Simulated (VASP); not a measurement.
Wanted: the native input for a VASP 6.6.1 run.

* Task: single point
* Functional: r2SCAN
* Potentials or basis: VASP PAW PBE potentials, release 64 (Cs_sv, Si, F)
* Cutoff: 520 eV
* k mesh: 6 × 6 × 6
* Occupations: methfessel-paxton, width 0.1197 eV
* Spin: no spin polarisation
* Dipole correction: no
* Further INCAR settings: ALGO = Normal; EDIFF = 1e-07; NBANDS = 48

The system is Cs3SiF6.

```
Cs Si F
1.0
     0.00000    4.73643    4.73643
     4.73643    0.00000    4.73643
     4.73643    4.73643    0.00000
Cs Si F
3 1 6
Cartesian
  7.1046 7.1046 7.1046
  2.3682 2.3682 2.3682
  0.0000 0.0000 0.0000
  4.7364 4.7364 4.7364
  6.4416 4.7364 4.7364
  4.7364 6.4416 4.7364
  3.0313 4.7364 4.7364
  4.7364 3.0313 4.7364
  4.7364 4.7364 6.4416
  4.7364 4.7364 3.0313
```

One way to write it, as run:

POSCAR

```
Cs3SiF6
1.0
    0.0000000000      4.7364310000      4.7364310000
    4.7364310000      0.0000000000      4.7364310000
    4.7364310000      4.7364310000      0.0000000000
Cs Si F
3 1 6
Direct
    0.7500000000      0.7500000000      0.7500000000
    0.2500000000      0.2500000000      0.2500000000
    0.0000000000      0.0000000000      0.0000000000
    0.5000000000      0.5000000000      0.5000000000
    0.3199962360      0.6800037640      0.6800037640
    0.6800037640      0.3199962360      0.6800037640
    0.6800037640      0.3199962360      0.3199962360
    0.3199962360      0.6800037640      0.3199962360
    0.6800037640      0.6800037640      0.3199962360
    0.3199962360      0.3199962360      0.6800037640
```

INCAR.step1

```
SYSTEM = Cs3SiF6
PREC = Accurate
ENCUT = 520
ISMEAR = 1
SIGMA = 0.1197
LREAL = .FALSE.
LASPH = .TRUE.
NELM = 100
NBANDS = 48
GGA = PE
ALGO = Normal
EDIFF = 1E-4
LWAVE = .TRUE.
LCHARG = .FALSE.
```

INCAR.step2

```
SYSTEM = Cs3SiF6
PREC = Accurate
ENCUT = 520
EDIFF = 1E-7
ISMEAR = 1
SIGMA = 0.1197
LREAL = .FALSE.
LASPH = .TRUE.
NELM = 100
ALGO = Normal
ISIF = 2
LWAVE = .FALSE.
LCHARG = .TRUE.
METAGGA = R2SCAN
LMIXTAU = .TRUE.
LELF = .TRUE.
LVHAR = .TRUE.
NBANDS = 48
ISTART = 1
```

KPOINTS

```
regular mesh
0
G
  6 6 6
  0 0 0
```

Potentials or basis: VASP PAW PBE potentials, release 64 (Cs_sv, Si, F).

Launch:

```sh
$ cat potpaw_PBE.64/Cs_sv/POTCAR potpaw_PBE.64/Si/POTCAR potpaw_PBE.64/F/POTCAR > POTCAR
$ cp INCAR.step1 INCAR
$ mpirun -np 1 vasp_std > vasp.out
$ cp INCAR.step2 INCAR
$ mpirun -np 1 vasp_std > vasp.out
```

Results of the run:

The pressure is 1.6 GPa and the largest force is 0.131 eV/Å. The band gap on the k mesh is zero (an odd number of electrons rules out a gap without spin polarisation).

Caveat: the PAW data sets were made with another functional, which shifts forces and pressure a little; spin-orbit coupling is left out, which moves the levels of the heavy elements; an odd number of electrons without spin polarisation forces a metal; a magnetic or distorted state may lie lower.

Wall time 19 min on 1 thread of Intel(R) Xeon(R) Platinum 8488C (Sapphire Rapids), on a shared host, peak memory 0.44 GiB.
